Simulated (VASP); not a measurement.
# Ta (Im-3m) in VASP: density of states with PBEsol

Aim: the density of states of Ta with PBEsol.

Everything below comes from runs of VASP 6.6.1. Logs are shortened: lines on timing, memory, paths and dates and some standing lists are left out, and cuts for length are marked.

**1. The cell of the first run**

The structure is cubic, space group Im-3m (No. 229). Conventional cell: a = 3.281 Å, b = 3.281 Å, c = 3.281 Å, α = 90.00°, β = 90.00°, γ = 90.00°. Ta (site symmetry m-3m) has 14 Ta at 2.84 to 3.28 Å within 3.7 Å.

**2. Density of states, PBEsol**

File POSCAR:

```
Ta
1.0
   -1.6403433495      1.6403433495      1.6403433495
    1.6403433495     -1.6403433495      1.6403433495
    1.6403433495      1.6403433495     -1.6403433495
Ta
1
Direct
    0.0000000000      0.0000000000      0.0000000000
```

File INCAR.step1:

```
SYSTEM = Ta
PREC = Accurate ; ENCUT = 520
EDIFF = 1E-7 ; ISMEAR = -1
SIGMA = 0.05 ; LREAL = .FALSE.
LASPH = .TRUE. ; NELM = 100
ALGO = Normal ; ISIF = 2
LWAVE = .FALSE. ; LCHARG = .TRUE.
LMAXMIX = 4 ; GGA = PS
NBANDS = 12
```

File KPOINTS.step1:

```
Automatic mesh
0
G
  18 18 18
  0 0 0
```

File INCAR.step2:

```
SYSTEM = Ta
PREC = Accurate ; ENCUT = 520
EDIFF = 1E-7 ; ISMEAR = -5
SIGMA = 0.05 ; LREAL = .FALSE.
LASPH = .TRUE. ; NELM = 100
ALGO = Normal ; ISIF = 2
LWAVE = .FALSE. ; LCHARG = .FALSE.
LMAXMIX = 4 ; GGA = PS
LORBIT = 11 ; NEDOS = 2001
ICHARG = 11
```

File KPOINTS.step2:

```
Automatic mesh
0
G
  27 27 27
  0 0 0
```

Potentials or basis: VASP PAW PBE potentials, release 64 (Ta_pv).

The run is started by

```console
cat potpaw_PBE.64/Ta_pv/POTCAR > POTCAR
cp INCAR.step1 INCAR
cp KPOINTS.step1 KPOINTS
mpirun -np 1 vasp_std > vasp.out
cp INCAR.step2 INCAR
cp KPOINTS.step2 KPOINTS
mpirun -np 1 vasp_std > vasp.out
```

OUTCAR:

```text
SYSTEM = Ta
   PREC = Accurate
   ENCUT = 520
   EDIFF = 1E-7
   ISMEAR = -5
   LREAL = .FALSE.
   LASPH = .TRUE.
   NELM = 100
   ISIF = 2
   GGA = PS
   LORBIT = 11
   ICHARG = 11

 ion  position               nearest neighbor table
   1  0.000  0.000  0.000-

  LATTYP: Found a body centered cubic cell.
 ALAT       =     3.2806866990

  Lattice vectors:

 A1 = (  -1.6403433495,   1.6403433495,   1.6403433495)
 A2 = (   1.6403433495,  -1.6403433495,   1.6403433495)
 A3 = (   1.6403433495,   1.6403433495,  -1.6403433495)

Analysis of symmetry for initial positions (statically):
=====================================================================
 Subroutine PRICEL returns:
 Original cell was already a primitive cell.

 Routine SETGRP: Setting up the symmetry group for a
 body centered cubic supercell.

 Subroutine GETGRP returns: Found 48 space group operations
 (whereof 48 operations were pure point group operations)
 out of a pool of 48 trial point group operations.

The static configuration has the point symmetry O_h .

Analysis of symmetry for dynamics (positions and initial velocities):
=====================================================================
 Subroutine PRICEL returns:
 Original cell was already a primitive cell.

 Routine SETGRP: Setting up the symmetry group for a
 body centered cubic supercell.

 Subroutine GETGRP returns: Found 48 space group operations
 (whereof 48 operations were pure point group operations)
 out of a pool of 48 trial point group operations.

The dynamic configuration has the point symmetry O_h .

 Subroutine INISYM returns: Found 48 space group operations
 (whereof 48 operations are pure point group operations),
 and found     1 'primitive' translations

----------------------------------------------------------------------------------------

                                     Primitive cell

  volume of cell :      17.6549

  direct lattice vectors                    reciprocal lattice vectors
    -1.640343349  1.640343349  1.640343349     0.000000000  0.304814233  0.304814233
     1.640343349 -1.640343349  1.640343349     0.304814233  0.000000000  0.304814233
     1.640343349  1.640343349 -1.640343349     0.304814233  0.304814233  0.000000000

  length of vectors
     2.841158023  2.841158023  2.841158023     0.431072422  0.431072422  0.431072422

  position of ions in fractional coordinates (direct lattice)
     0.000000000  0.000000000  0.000000000

  ion indices of the primitive-cell ions
   primitive index   ion index
                 1           1

----------------------------------------------------------------------------------------

 KPOINTS: Automatic mesh

Automatic generation of k-mesh.
 Grid dimensions read from file:
 generate k-points for:   27   27   27

 Generating k-lattice:

  Cartesian coordinates                     Fractional coordinates (reciprocal lattice)
     0.000000000  0.011289416  0.011289416     0.037037037  0.000000000  0.000000000
     0.011289416  0.000000000  0.011289416     0.000000000  0.037037037  0.000000000
     0.011289416  0.011289416  0.000000000     0.000000000  0.000000000  0.037037037

  Length of vectors
     0.015965645  0.015965645  0.015965645

  Shift w.r.t. Gamma in fractional coordinates (k-lattice)
     0.000000000  0.000000000  0.000000000

 TETIRR: Found  23679 inequivalent tetrahedra from   118098

 Subroutine IBZKPT returns following result:
 ===========================================

 Found    560 irreducible k-points:

 Following reciprocal coordinates:
            Coordinates               Weight
  0.000000  0.000000  0.000000      1.000000
  0.037037  0.000000  0.000000     12.000000
  0.074074  0.000000  0.000000     12.000000
  0.111111  0.000000  0.000000     12.000000
  0.148148  0.000000  0.000000     12.000000
  0.185185  0.000000  0.000000     12.000000
[... 16 lines left out ...]
  0.333333  0.037037 -0.000000     48.000000
  0.370370  0.037037  0.000000     48.000000
 [... further k-points ...]
   k-points           NKPTS =    560   k-points in BZ     NKDIM =    560   number of bands    NBANDS=      9
   number of dos      NEDOS =   2001   number of ions     NIONS =      1
   total plane-waves  NPLWV =  13824
   dimension x,y,z NGX =    24 NGY =   24 NGZ =   24
   dimension x,y,z NGXF=    48 NGYF=   48 NGZF=   48
   ions per type =               1
   NGX,Y,Z   is equivalent  to a cutoff of  14.04, 14.04, 14.04 a.u.
   NGXF,Y,Z  is equivalent  to a cutoff of  28.09, 28.09, 28.09 a.u.
 SYSTEM =  Ta
   PREC   = accura    normal or accurate (medium, high low for compatibility)
   ISTART =      0    job   : 0-new  1-cont  2-samecut
   ICHARG =     11    charge: 1-file 2-atom 10-const
   ISPIN  =      1    spin polarized calculation?
   LNONCOLLINEAR =      F non collinear calculations
   LSORBIT =      F    spin-orbit coupling
   LASPH  =      T    aspherical Exc in radial PAW
   ENCUT  =  520.0 eV  38.22 Ry    6.18 a.u.   5.28  5.28  5.28*2*pi/ulx,y,z
   NELM   =    100;   NELMIN=  2; NELMDL=  0     # of ELM steps
   EDIFF  = 0.1E-06   stopping-criterion for ELM
   LREAL  =      F    real-space projection
   EDIFFG = 0.1E-05   stopping-criterion for IOM
   NSW    =      0    number of steps for IOM
   IBRION =     -1    ionic relax: 0-MD 1-quasi-New 2-CG
   NFREE  =      0    steps in history (QN), initial steepest desc. (CG)
   ISIF   =      2    stress and relaxation
   ISYM   =      2    0-nonsym 1-usesym 2-fastsym
   POTIM  = 0.5000    time-step for ionic-motion
   TEBEG  =    0.0;   TEEND  =   0.0 temperature during run
   PSTRESS=    0.0 pullay stress
   NELECT =      11.0000    total number of electrons
   NUPDOWN=      -1.0000    fix difference up-down
   EMIN   =  10.00;   EMAX   =-10.00  energy-range for DOS
   EFERMI =   0.00;   METHOD = LEGACY
   ISMEAR =    -5;   SIGMA  =   0.05  broadening in eV -4-tet -1-fermi 0-gaus
   EFERMI_NEDOS =   21; number of points for ismear=-14 and -15
   IALGO  =     38    algorithm
   IMIX   =      4    mixing-type and parameters
     AMIX     =   0.40;   BMIX     =  1.00
     AMIX_MAG =   1.60;   BMIX_MAG =  1.00
  volume/ion in A,a.u.               =      17.65       119.14
  Fermi-wavevector in a.u.,A,eV,Ry     =   1.398248  2.642306 26.600727  1.955098
  Thomas-Fermi vector in A             =   2.521425
   LORBIT       =     11    0 simple, 1 ext, 2 COOP (PROOUT), +10 PAW based schemes
   GGA     = PS    functional components
   LHFCALC =     F    Hartree Fock is set to
   AEXX    =    0.0000 exact exchange contribution
   IVDW    =     0    specifies the selected vdW correction
   LEPSILON=     F    determine dielectric tensor
   LRPA    =     F    only Hartree local field effects (RPA)
 non-spin polarized calculation
 Fermi weights with tetrahedron method with Bloechl corrections
  energy-cutoff  :      520.00
  volume of cell :       17.65
 maximum number of plane-waves:       486
 NGX is ok and might be reduce to    24

 number of electron      11.0000002 magnetization

 Free energy of the ion-electron system (eV)
  ---------------------------------------------------
  ext. energy  EPLUGINS =         0.00000000
  ---------------------------------------------------
  free energy    TOTEN  =       -12.55110950 eV

  energy without entropy =      -12.55110950  energy(sigma->0) =      -12.55110950

 E-fermi :   5.4653     XC(G=0): -12.8307

 val. band max:        5.4861327510   @ k =  -0.3704  -0.4815   0.0370
 cond. band min:       5.4770588592   @ k =   0.1111   0.0741   0.0370
 fundamental gap:     -0.0090738918
 Fermi energy:         5.4652828861

 k-point     1 :       0.0000    0.0000    0.0000
  band No.  band energies     occupation
      1     -27.4597      2.00000
      2     -27.4597      2.00000
      3     -27.4597      2.00000
      4      -2.5232      2.00000
      5       6.2039      0.00000
      6       6.2039      0.00000
      7       6.2039      0.00000
      8       9.5455      0.00000
      9       9.5455      0.00000

 k-point     2 :       0.0370    0.0000    0.0000
  band No.  band energies     occupation
      1     -27.4784      2.00000
      2     -27.4654      2.00000
      3     -27.4598      2.00000
      4      -2.4596      2.00000
      5       6.1620      0.00000
      6       6.1932      0.00000
      7       6.2659      0.00000
      8       9.4734      0.00000
      9       9.5453      0.00000

 k-point     3 :       0.0741    0.0000    0.0000
  band No.  band energies     occupation
      1     -27.5330      2.00000
      2     -27.4821      2.00000
      3     -27.4602      2.00000
      4      -2.2718      2.00000
      5       6.0410      0.00000
      6       6.1540      0.00000
      7       6.4510      0.00000
      8       9.2885      0.00000
      9       9.5462      0.00000

 k-point     4 :       0.1111    0.0000    0.0000
  band No.  band energies     occupation
      1     -27.6199      2.00000
      2     -27.5089      2.00000
      3     -27.4607      2.00000
      4      -1.9689      2.00000
      5       5.8541      0.00000
      6       6.0684      0.00000
      7       6.7568      0.00000
      8       9.0684      0.00000
      9       9.5531      0.00000

 k-point     5 :       0.1481    0.0000    0.0000
  band No.  band energies     occupation
      1     -27.7331      2.00000
      2     -27.5440      2.00000
      3     -27.4614      2.00000
      4      -1.5670      2.00000
      5       5.6196     -0.05121
      6       5.9199      0.00000
      7       7.1789      0.00000
      8       8.8976      0.00000
      9       9.5723      0.00000

 k-point     6 :       0.1852    0.0000    0.0000
  band No.  band energies     occupation
      1     -27.8655      2.00000
      2     -27.5856      2.00000
      3     -27.4622      2.00000
      4      -1.0898      2.00000
      5       5.3569      1.89572
      6       5.7162     -0.03254
      7       7.7112      0.00000
      8       8.8287      0.00000
      9       9.6103      0.00000
[... 169 lines left out ...]
 k-point    21 :       0.2593    0.0370    0.0000
  band No.  band energies     occupation
      1     -28.2300      2.00000
      2     -27.7027      2.00000
      3     -27.4717      2.00000
      4       0.2157      2.00000
      5       4.6912      2.00000
      6       5.2732      2.00262
      7       8.9836      0.00000
      8       9.5353      0.00000
      9       9.8872      0.00000

 k-point    22 :       0.2963    0.0370    0.0000
  band No.  band energies     occupation
      1     -28.3638      2.00000
      2     -27.7485      2.00000
      3     -27.4728      2.00000
      4       0.6075      2.00000
      5       4.4581      2.00000
      6       5.3421      1.97692
      7       9.1653      0.00000
      8      10.0077      0.00000
      9      10.3567      0.00000

 k-point    23 :       0.3333    0.0370   -0.0000
  band No.  band energies     occupation
      1     -28.4826      2.00000
      2     -27.7896      2.00000
      3     -27.4738      2.00000
      4       0.8650      2.00000
      5       4.2576      2.00000
      6       5.6073      0.11024
      7       9.3358      0.00000
      8      10.1391      0.00000
      9      11.2115      0.00000

 k-point    24 :       0.3704    0.0370    0.0000
  band No.  band energies     occupation
      1     -28.5809      2.00000
      2     -27.8238      2.00000
      3     -27.4746      2.00000
      4       0.9955      2.00000
      5       4.0958      2.00000
      6       6.0331     -0.01479
      7       9.4530      0.00000
      8      10.2754      0.00000
      9      12.0512      0.00000

 [... further k-points ...]
[... 5 lines left out ...]
  --------------------------------------------------------------------------------------
  -------------------------------------------------------------------------------------
  Total        0.0156719      0.0156719      0.0156719      0.0000000     -0.0000000      0.0000000
  in kB        1.4222240      1.4222240      1.4222240      0.0000000     -0.0000000      0.0000000
  external PRESSURE =       1.4222240 kB  Pullay stress =       0.0000000 kB

 VOLUME and BASIS-vectors are now :
 -----------------------------------------------------------------------------
  energy-cutoff  :      520.00
  volume of cell :       17.65
      direct lattice vectors                 reciprocal lattice vectors
    -1.640343349  1.640343349  1.640343349     0.000000000  0.304814233  0.304814233
     1.640343349 -1.640343349  1.640343349     0.304814233  0.000000000  0.304814233
     1.640343349  1.640343349 -1.640343349     0.304814233  0.304814233  0.000000000

 POSITION                                       TOTAL-FORCE (eV/Angst)
 -----------------------------------------------------------------------------------
      0.00000      0.00000      0.00000        -0.000000      0.000000     -0.000000
 -----------------------------------------------------------------------------------
    total drift:                                0.000000      0.000000     -0.000000

  FREE ENERGIE OF THE ION-ELECTRON SYSTEM (eV)
  ---------------------------------------------------
  free  energy   TOTEN  =       -12.5511095049 eV

  energy  without entropy=      -12.5511095049  energy(sigma->0) =      -12.55110950

 total charge

# of ion       s       p       d       tot
------------------------------------------
    1        0.375   6.174   2.423   8.972
```

Run time: 37 s. Hardware: 1 thread of Intel Xeon 6975P-C (Granite Rapids), shared host; peak memory 0.23 GiB.

What came out:

```yaml
Valence_electrons_inside_the_program's_atomic_spheres: Ta 8.97
```

Caveat: the PAW data sets were made with another functional, which shifts forces and pressure a little; spin-orbit coupling is left out, which moves the levels of the heavy elements; tetrahedron occupations give inexact forces and stress in metals.
